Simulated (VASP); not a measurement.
# Ta2AlF3 (P-4m2) in VASP: a series of runs

Ta2AlF3 is run at these levels: PBE; tasks: single point.

Program: VASP 6.6.1. These are calculated values, not measurements. Logs are shortened: lines on timing, memory, paths and dates and some standing lists are left out, and cuts for length are marked.

## 1. The cell of the first run

The structure is tetragonal, space group P-4m2 (No. 115). Conventional cell: a = 4.063 Å, b = 4.063 Å, c = 5.786 Å, α = 90.00°, β = 90.00°, γ = 90.00°. Within 3.2 Å of Ta (site symmetry 2mm) lie 2 Al at 2.44 Å and 6 F at 2.44 to 2.56 Å. Al (site symmetry -4m2) has 4 Ta at 2.44 Å and 6 F at 2.87 to 2.89 Å within 3.2 Å. Within 3.4 Å of F (site symmetry -4m2) lie 4 Ta at 2.56 Å and 6 F at 2.87 to 2.89 Å. F (site symmetry -4m2) has 4 Ta at 2.56 Å and 4 F at 2.87 Å and 2 Al at 2.89 Å within 3.4 Å. F (site symmetry -4m2) has 4 Ta at 2.44 Å and 4 Al at 2.87 Å and 2 F at 2.89 Å within 3.2 Å.

The cell was built from a structure type or drawn by symmetry, and may not be a known phase.

## 2. Single point, PBE

INCAR

```
PREC = Accurate
ENCUT = 520
EDIFF = 1E-6
ISMEAR = 0
SIGMA = 0.1
LREAL = False
LASPH = True
NELM = 60
ALGO = Normal
ISIF = 2
LWAVE = False
LCHARG = False
GGA = PE
NBANDS = 32
```

KPOINTS

```
regular mesh
0
Gamma
  4 4 4
```

POSCAR

```
Ta2AlF3
1.0
    4.0628146800      0.0000000000      0.0000000000
    0.0000000000      4.0628146800      0.0000000000
    0.0000000000      0.0000000000      5.7857505100
Ta Al F
2 1 3
Direct
    0.0000000000      0.5000000000      0.2679100000
    0.5000000000      0.0000000000      0.7320900000
    0.0000000000      0.0000000000      0.5000000000
    0.5000000000      0.5000000000      0.0000000000
    0.0000000000      0.0000000000      0.0000000000
    0.5000000000      0.5000000000      0.5000000000
```

Potentials or basis: VASP PAW PBE potentials, release 64 (Ta_pv, Al, F).

Run with:

```bash
> cat potpaw_PBE.64/Ta_pv/POTCAR potpaw_PBE.64/Al/POTCAR potpaw_PBE.64/F/POTCAR > POTCAR
> mpirun -np 1 vasp_std > vasp.out
```

OUTCAR:

```text
PREC = Accurate
   ENCUT = 520
   EDIFF = 1E-6
   ISMEAR = 0
   LREAL = False
   LASPH = True
   NELM = 60
   ISIF = 2
   GGA = PE

 ion  position               nearest neighbor table
   1  0.000  0.500  0.268-   3 2.44   6 2.44   3 2.44   6 2.44   5 2.56   5 2.56   4 2.56   4 2.56

   2  0.500  0.000  0.732-   3 2.44   6 2.44   6 2.44   3 2.44   4 2.56   5 2.56   4 2.56   5 2.56

   3  0.000  0.000  0.500-   1 2.44   2 2.44   1 2.44   2 2.44
   4  0.500  0.500  0.000-   1 2.56   2 2.56   2 2.56   1 2.56
   5  0.000  0.000  0.000-   1 2.56   2 2.56   1 2.56   2 2.56
   6  0.500  0.500  0.500-   1 2.44   2 2.44   2 2.44   1 2.44

  LATTYP: Found a simple tetragonal cell.
 ALAT       =     4.0628146800
 C/A-ratio  =     1.4240744326

  Lattice vectors:

 A1 = (   4.0628146800,   0.0000000000,   0.0000000000)
 A2 = (   0.0000000000,   4.0628146800,   0.0000000000)
 A3 = (   0.0000000000,   0.0000000000,   5.7857505100)

Analysis of symmetry for initial positions (statically):
=====================================================================
 Subroutine PRICEL returns:
 Original cell was already a primitive cell.

 Routine SETGRP: Setting up the symmetry group for a
 simple tetragonal supercell.

 Subroutine GETGRP returns: Found  8 space group operations
 (whereof  8 operations were pure point group operations)
 out of a pool of 16 trial point group operations.

The static configuration has the point symmetry D_2d.

Analysis of symmetry for dynamics (positions and initial velocities):
=====================================================================
 Subroutine PRICEL returns:
 Original cell was already a primitive cell.

 Routine SETGRP: Setting up the symmetry group for a
 simple tetragonal supercell.

 Subroutine GETGRP returns: Found  8 space group operations
 (whereof  8 operations were pure point group operations)
 out of a pool of 16 trial point group operations.

The dynamic configuration has the point symmetry D_2d.

 Subroutine INISYM returns: Found  8 space group operations
 (whereof  8 operations are pure point group operations),
 and found     1 'primitive' translations

----------------------------------------------------------------------------------------

                                     Primitive cell

  volume of cell :      95.5023

  direct lattice vectors                    reciprocal lattice vectors
     4.062814680  0.000000000  0.000000000     0.246134781  0.000000000  0.000000000
     0.000000000  4.062814680  0.000000000     0.000000000  0.246134781  0.000000000
     0.000000000  0.000000000  5.785750510     0.000000000  0.000000000  0.172838424

  length of vectors
     4.062814680  4.062814680  5.785750510     0.246134781  0.246134781  0.172838424

  position of ions in fractional coordinates (direct lattice)
     0.000000000  0.500000000  0.267910000
     0.500000000  0.000000000  0.732090000
     0.000000000  0.000000000  0.500000000
     0.500000000  0.500000000  0.000000000
     0.000000000  0.000000000  0.000000000
     0.500000000  0.500000000  0.500000000

  ion indices of the primitive-cell ions
   primitive index   ion index
                 1           1
                 2           2
                 3           3
                 4           4
                 5           5
                 6           6

----------------------------------------------------------------------------------------

 KPOINTS: regular mesh

Automatic generation of k-mesh.
 Grid dimensions read from file:
 generate k-points for:    4    4    4

 Generating k-lattice:

  Cartesian coordinates                     Fractional coordinates (reciprocal lattice)
     0.061533695  0.000000000  0.000000000     0.250000000  0.000000000  0.000000000
     0.000000000  0.061533695  0.000000000     0.000000000  0.250000000  0.000000000
     0.000000000  0.000000000  0.043209606     0.000000000  0.000000000  0.250000000

  Length of vectors
     0.061533695  0.061533695  0.043209606

  Shift w.r.t. Gamma in fractional coordinates (k-lattice)
     0.000000000  0.000000000  0.000000000

 Subroutine IBZKPT returns following result:
 ===========================================

 Found     18 irreducible k-points:

 Following reciprocal coordinates:
            Coordinates               Weight
  0.000000  0.000000  0.000000      1.000000
  0.250000  0.000000  0.000000      4.000000
  0.500000  0.000000  0.000000      2.000000
  0.250000  0.250000  0.000000      4.000000
  0.500000  0.250000  0.000000      4.000000
  0.500000  0.500000  0.000000      1.000000
[... 10 lines left out ...]
  0.500000  0.250000  0.500000      4.000000
  0.500000  0.500000  0.500000      1.000000
   k-points           NKPTS =     18   k-points in BZ     NKDIM =     18   number of bands    NBANDS=     32
   number of dos      NEDOS =    301   number of ions     NIONS =      6
   total plane-waves  NPLWV =  43200
   dimension x,y,z NGX =    30 NGY =   30 NGZ =   48
[... 36 lines left out ...]
  Fermi-wavevector in a.u.,A,eV,Ry     =   1.283284  2.425056 22.406326  1.646818
  Thomas-Fermi vector in A             =   2.415546
   LORBIT       =      0    0 simple, 1 ext, 2 COOP (PROOUT), +10 PAW based schemes
   GGA     = PE    functional components
   LHFCALC =     F    Hartree Fock is set to
   AEXX    =    0.0000 exact exchange contribution
   IVDW    =     0    specifies the selected vdW correction
   LEPSILON=     F    determine dielectric tensor
   LRPA    =     F    only Hartree local field effects (RPA)
 non-spin polarized calculation
 Gauss-broadening in eV      SIGMA  =   0.10
  energy-cutoff  :      520.00
  volume of cell :       95.50
 maximum number of plane-waves:      2598
   NGX = 15   NGY = 15   NGZ = 21

 number of electron      45.9999970 magnetization

 Free energy of the ion-electron system (eV)
  ---------------------------------------------------
  ext. energy  EPLUGINS =         0.00000000
  ---------------------------------------------------
  free energy    TOTEN  =       -33.84922644 eV

  energy without entropy =      -33.77959114  energy(sigma->0) =      -33.81440879

 E-fermi :   4.5827     XC(G=0): -10.2942

 val. band max:        4.5817499227   @ k =   0.2500   0.2500   0.2500
 cond. band min:       4.5894308521   @ k =   0.2500   0.0000   0.0000
 fundamental gap:      0.0076809294
 Fermi energy:         4.5827312508

 k-point     1 :       0.0000    0.0000    0.0000
  band No.  band energies     occupation
      1     -31.7008      2.00000
      2     -31.7008      2.00000
      3     -31.4440      2.00000
      4     -31.3879      2.00000
      5     -31.1446      2.00000
      6     -31.1446      2.00000
[... 24 lines left out ...]
     31       7.4586      0.00000
     32      10.1803      0.00000

 k-point     2 :       0.2500    0.0000    0.0000
  band No.  band energies     occupation
      1     -31.7173      2.00000
      2     -31.7001      2.00000
      3     -31.4326      2.00000
      4     -31.3930      2.00000
      5     -31.1571      2.00000
      6     -31.1440      2.00000
[... 24 lines left out ...]
     31       8.5012      0.00000
     32       8.9758      0.00000

 k-point     3 :       0.5000    0.0000    0.0000
  band No.  band energies     occupation
      1     -31.7336      2.00000
      2     -31.6994      2.00000
      3     -31.4113      2.00000
      4     -31.4080      2.00000
      5     -31.1696      2.00000
      6     -31.1434      2.00000
[... 24 lines left out ...]
     31       7.5571      0.00000
     32       9.2848      0.00000

 k-point     4 :       0.2500    0.2500    0.0000
  band No.  band energies     occupation
      1     -31.7289      2.00000
      2     -31.7039      2.00000
      3     -31.4236      2.00000
      4     -31.3957      2.00000
      5     -31.1648      2.00000
      6     -31.1481      2.00000
[... 444 lines left out ...]
     31       7.7468      0.00000
     32       9.2137      0.00000

 k-point    17 :       0.5000    0.2500    0.5000
  band No.  band energies     occupation
      1     -31.7367      2.00000
      2     -31.7123      2.00000
      3     -31.4067      2.00000
      4     -31.4065      2.00000
      5     -31.1687      2.00000
      6     -31.1551      2.00000
[... 24 lines left out ...]
     31       7.0081      0.00000
     32       8.5706      0.00000

 k-point    18 :       0.5000    0.5000    0.5000
  band No.  band energies     occupation
      1     -31.7434      2.00000
      2     -31.7201      2.00000
      3     -31.4036      2.00000
      4     -31.4036      2.00000
      5     -31.1720      2.00000
      6     -31.1642      2.00000
[... 24 lines left out ...]
     31       6.9908      0.00000
     32       8.1275      0.00000

------------------------ aborting loop because EDIFF is reached ----------------------------------------

  FORCE on cell =-STRESS in cart. coord.  units (eV):
  Direction    XX          YY          ZZ          XY          YZ          ZX
  --------------------------------------------------------------------------------------
  -------------------------------------------------------------------------------------
  Total        3.1365259      3.1365259     -0.5447859      0.0000000      0.0000000      0.0000000
  in kB       52.6193798     52.6193798     -9.1395062      0.0000000      0.0000000      0.0000000
  external PRESSURE =      32.0330845 kB  Pullay stress =       0.0000000 kB

 VOLUME and BASIS-vectors are now :
 -----------------------------------------------------------------------------
  energy-cutoff  :      520.00
  volume of cell :       95.50
      direct lattice vectors                 reciprocal lattice vectors
     4.062814680  0.000000000  0.000000000     0.246134781  0.000000000  0.000000000
     0.000000000  4.062814680  0.000000000     0.000000000  0.246134781  0.000000000
     0.000000000  0.000000000  5.785750510     0.000000000  0.000000000  0.172838424

 POSITION                                       TOTAL-FORCE (eV/Angst)
 -----------------------------------------------------------------------------------
      0.00000      2.03141      1.55006        -0.000000      0.000000     -1.171812
      2.03141      0.00000      4.23569         0.000000      0.000000      1.171812
      0.00000      0.00000      2.89288        -0.000000      0.000000      0.000000
      2.03141      2.03141      0.00000        -0.000000     -0.000000      0.000000
      0.00000      0.00000      0.00000         0.000000      0.000000      0.000000
      2.03141      2.03141      2.89288        -0.000000      0.000000      0.000000
 -----------------------------------------------------------------------------------
    total drift:                                0.000000      0.000000      0.000000

  FREE ENERGIE OF THE ION-ELECTRON SYSTEM (eV)
  ---------------------------------------------------
  free  energy   TOTEN  =       -33.8492264425 eV

  energy  without entropy=      -33.7795911354  energy(sigma->0) =      -33.81440879
```

Run time: 84 s. Hardware: 1 thread of Intel Xeon 8259CL, shared host; peak memory 0.22 GiB.

Results:

```
Free energy            : -33.8492 eV
Pressure               : 3.2 GPa
Largest force          : 1.172 eV/Å
Band gap on the k mesh : zero (bands 23 and 24 overlap by 0.70 eV)
```

Forces on the atoms (eV/Å):
```
Ta   0.000  0.000 -1.172
Ta   0.000  0.000  1.172
Al   0.000  0.000  0.000
F    0.000  0.000  0.000
F    0.000  0.000  0.000
F    0.000  0.000  0.000
```

Caveat: the k points lie up to 0.39 Å⁻¹ apart, too coarse for converged energies and pressures of a metal; spin-orbit coupling is left out, which moves the levels of the heavy elements; forces of over 1 eV/Å act on the atoms, so gaps and moduli don't describe the material at rest.

## 3. Single point, PBE, collinear spin

This run uses another cell than the first one, of 15.70 Å³/atom.

INCAR

```
SYSTEM = Ta2AlF3
PREC = Accurate ; ENCUT = 520
EDIFF = 1E-6 ; ISMEAR = 0
SIGMA = 0.1 ; LREAL = .False.
LASPH = .True. ; NELM = 150
ALGO = Normal ; ISIF = 2
LWAVE = .False. ; LCHARG = .False.
ISPIN = 2 ; MAGMOM = 1 1 0 0 0 0
LORBIT = 11 ; LMAXMIX = 4
GGA = PE ; NBANDS = 36
```

KPOINTS

```
regular mesh
0
Gamma
  4 4 4
  0 0 0
```

POSCAR

```
Ta2AlF3
1.0
    4.4111627709      0.0000000000      0.0000000000
    0.0000000000      4.4111627709      0.0000000000
    0.0000000000      0.0000000000      4.8404965460
Ta Al F
2 1 3
Direct
    0.0000000000      0.5000000000      0.2878882280
    0.5000000000      0.0000000000      0.7121117720
    0.0000000000      0.0000000000      0.5000000000
    0.5000000000      0.5000000000      0.0000000000
    0.0000000000      0.0000000000      0.0000000000
    0.5000000000      0.5000000000      0.5000000000
```

Potentials or basis: VASP PAW PBE potentials, release 64 (Ta_pv, Al, F).

Run with:

```bash
> cat potpaw_PBE.64/Ta_pv/POTCAR potpaw_PBE.64/Al/POTCAR potpaw_PBE.64/F/POTCAR > POTCAR
> mpirun -np 1 vasp_std > vasp.out
```

It took 4.2 min on 1 thread of Intel Xeon 8259CL, shared host; peak memory 0.3 GiB.

It converged, with:

```
Free energy                                           : -34.5510 eV
Pressure                                              : -0.2 GPa
Largest force                                         : 0.008 eV/Å
Net moment                                            : 0.96 μB per cell
Site moments                                          : Ta +0.34; Al -0.01; F +0.00, -0.00, +0.02 μB
Valence electrons inside the program's atomic spheres : Ta 8.60; Al 1.03; F 6.03, 6.04, 6.05
```

Forces on the atoms (eV/Å):
```
Ta   0.000  0.000  0.008
Ta   0.000  0.000 -0.008
Al   0.000  0.000  0.000
F    0.000  0.000  0.000
F    0.000  0.000  0.000
F    0.000  0.000  0.000
```

Stress tensor (GPa, compression positive):
```
-0.05  0.00  0.00
 0.00 -0.05  0.00
 0.00  0.00 -0.37
```

Levels at points of the mesh, in eV from the Fermi level:
Spin up:
| k point | band 21 | band 22 | band 23 | band 24 | band 25 | band 26 | band 27 | band 28 |
| --- | --- | --- | --- | --- | --- | --- | --- | --- |
| (0.00, 0.00, 0.00) | -1.17 | -0.80 | -0.80 | -0.58 | 0.63 | 0.73 | 0.78 | 1.70 |
| (0.50, 0.00, 0.00) | -1.95 | -0.74 | -0.69 | -0.15 | 0.21 | 0.81 | 0.93 | 1.26 |
| (0.50, 0.50, 0.00) | -1.89 | -0.65 | -0.65 | -0.22 | 0.91 | 0.96 | 0.96 | 1.19 |
| (0.00, 0.00, 0.50) | -0.96 | -0.72 | -0.72 | 0.09 | 0.29 | 0.50 | 1.24 | 1.29 |
| (0.50, 0.00, 0.50) | -1.92 | -0.59 | -0.09 | 0.11 | 0.44 | 0.65 | 0.95 | 1.33 |
| (0.50, 0.50, 0.50) | -2.22 | -0.07 | -0.07 | -0.02 | 0.00 | 0.25 | 0.90 | 0.90 |
Spin down:
```csv
k point,band 20,band 21,band 22,band 23,band 24,band 25,band 26,band 27
"(0.00, 0.00, 0.00)",-0.87,-0.87,-0.66,-0.66,-0.28,0.79,1.06,1.18
"(0.50, 0.00, 0.00)",-1.84,-1.79,-0.42,-0.36,0.24,0.39,1.07,1.23
"(0.50, 0.50, 0.00)",-1.71,-1.71,-0.32,-0.32,0.06,1.09,1.33,1.33
"(0.00, 0.00, 0.50)",-1.84,-0.58,-0.58,-0.56,0.45,0.72,0.92,1.41
"(0.50, 0.00, 0.50)",-1.99,-1.69,-0.34,0.29,0.48,0.68,0.84,1.27
"(0.50, 0.50, 0.50)",-2.03,-2.03,0.17,0.25,0.30,0.30,0.52,1.21
```

Caveat: spin-orbit coupling is left out, which moves the levels of the heavy elements.

## 4. Single point, PBE, collinear spin

INCAR

```
ALGO     = Normal         # electronic algorithm
EDIFF    = 1E-6           # SCF threshold, eV
ENCUT    = 520            # plane-wave cutoff, eV
GGA      = PE             # functional
ISIF     = 2              # what is computed and relaxed
ISMEAR   = 0              # smearing method
ISPIN    = 2              # spin polarisation
LASPH    = True           # aspherical terms in the spheres
LCHARG   = False          # write CHGCAR
LMAXMIX  = 4              # l up to which the mixer works
LORBIT   = 11             # projections on sites
LREAL    = False          # projectors in reciprocal space
LWAVE    = False          # write WAVECAR
MAGMOM   = 1 1 0 0 0 0    # initial moments
NBANDS   = 36             # bands
NELM     = 150            # most SCF steps
PREC     = Accurate       # precision mode
SIGMA    = 0.1            # smearing width, eV
```

KPOINTS

```
k-points
0
Gamma
  4 4 4
```

POSCAR

```
Ta2AlF3
1.0
    4.0628146800      0.0000000000      0.0000000000
    0.0000000000      4.0628146800      0.0000000000
    0.0000000000      0.0000000000      5.7857505100
Ta Al F
2 1 3
Direct
    0.0000000000      0.5000000000      0.2679100000
    0.5000000000      0.0000000000      0.7320900000
    0.0000000000      0.0000000000      0.5000000000
    0.5000000000      0.5000000000      0.0000000000
    0.0000000000      0.0000000000      0.0000000000
    0.5000000000      0.5000000000      0.5000000000
```

Run with:

```bash
> cat potpaw_PBE.64/Ta_pv/POTCAR potpaw_PBE.64/Al/POTCAR potpaw_PBE.64/F/POTCAR > POTCAR
> mpirun -np 1 vasp_std > vasp.out
```

Wall time 2.6 min (1 thread of Intel Xeon 8259CL, shared host); peak memory 0.28 GiB.

The run converged. Its results:

- Free energy: -34.0607 eV
- Pressure: 3.9 GPa
- Largest force: 1.352 eV/Å
- Net moment: 2.11 μB per cell
- Site moments: Ta +0.81; Al -0.04; F +0.00, -0.00 (each value once) μB
- Valence electrons inside the program's atomic spheres: Ta 8.62; Al 1.07; F 6.04

Forces in eV/Å, atoms in the order of the input:
```
Ta   0.000  0.000 -1.352
Ta   0.000  0.000  1.352
Al   0.000  0.000  0.000
F    0.000  0.000  0.000
F    0.000  0.000  0.000
F    0.000  0.000  0.000
```

Stress tensor (GPa, compression positive):
```
 6.01  0.00  0.00
 0.00  6.01  0.00
 0.00  0.00 -0.26
```

Levels at points of the mesh, in eV from the Fermi level:
Spin up:
```tsv
k point	band 21	band 22	band 23	band 24	band 25	band 26	band 27	band 28
(0.00, 0.00, 0.00)	-0.63	-0.55	-0.55	-0.52	-0.49	0.05	0.29	1.61
(0.50, 0.00, 0.00)	-1.79	-1.23	-0.21	-0.14	-0.13	0.41	0.51	1.03
(0.50, 0.50, 0.00)	-1.70	-0.07	0.00	0.00	0.12	0.31	0.31	1.46
(0.00, 0.00, 0.50)	-0.51	-0.50	-0.50	-0.48	-0.45	0.07	0.74	0.82
(0.50, 0.00, 0.50)	-1.50	-1.45	-0.24	-0.15	0.09	0.13	0.41	1.61
(0.50, 0.50, 0.50)	-1.85	-0.03	0.13	0.13	0.31	0.33	0.33	0.57
```
Spin down:
```
           k point  band 19  band 20  band 21  band 22  band 23  band 24  band 25  band 26
(0.00, 0.00, 0.00)    -5.78    -1.23    -0.25    -0.25     0.01     0.37     0.49     0.61
(0.50, 0.00, 0.00)    -4.15    -1.56    -1.26    -0.75     0.55     0.63     0.79     1.14
(0.50, 0.50, 0.00)    -4.56    -1.16    -1.16     0.38     0.48     0.57     0.57     1.39
(0.00, 0.00, 0.50)    -4.37    -2.53    -0.21    -0.21     0.29     0.44     0.56     1.16
(0.50, 0.00, 0.50)    -3.81    -1.59    -1.05    -1.01     0.75     0.78     0.87     0.90
(0.50, 0.50, 0.50)    -4.47    -1.34    -1.34     0.36     0.75     0.90     0.90     1.04
```

Caveat: the k points lie up to 0.39 Å⁻¹ apart; spin-orbit coupling is left out, which moves the levels of the heavy elements; forces of over 1 eV/Å act on the atoms, so gaps and moduli don't describe the material at rest.

## 5. Overview

| spin | cell | gap on the mesh (eV) | pressure (GPa) | moment (μB) | largest force (eV/Å) |
| --- | --- | --- | --- | --- | --- |
| off | a = 4.063, b = 4.063, c = 5.786 Å, 6 atoms, atomic positions A | none | 3.2 | - | 1.17 |
| collinear | a = 4.411, b = 4.411, c = 4.840 Å, 6 atoms, atomic positions B | none | -0.2 | 0.96 | 0.01 |
| collinear | a = 4.063, b = 4.063, c = 5.786 Å, 6 atoms, atomic positions A | none | 3.9 | 2.11 | 1.35 |

Alike in all rows: task single point; level PBE; potentials or basis VASP PAW PBE potentials, release 64 (Ta_pv, Al, F); k mesh 4 × 4 × 4; cutoff (eV) 520; smearing gaussian 0.1 eV.

Caveats: some runs use coarse meshes; spin-orbit coupling is left out, which moves the levels of the heavy elements; forces of over 1 eV/Å act on the atoms, so gaps and moduli don't describe the material at rest (at least some runs).

Absolute energies hang on the potentials; compare differences alone.
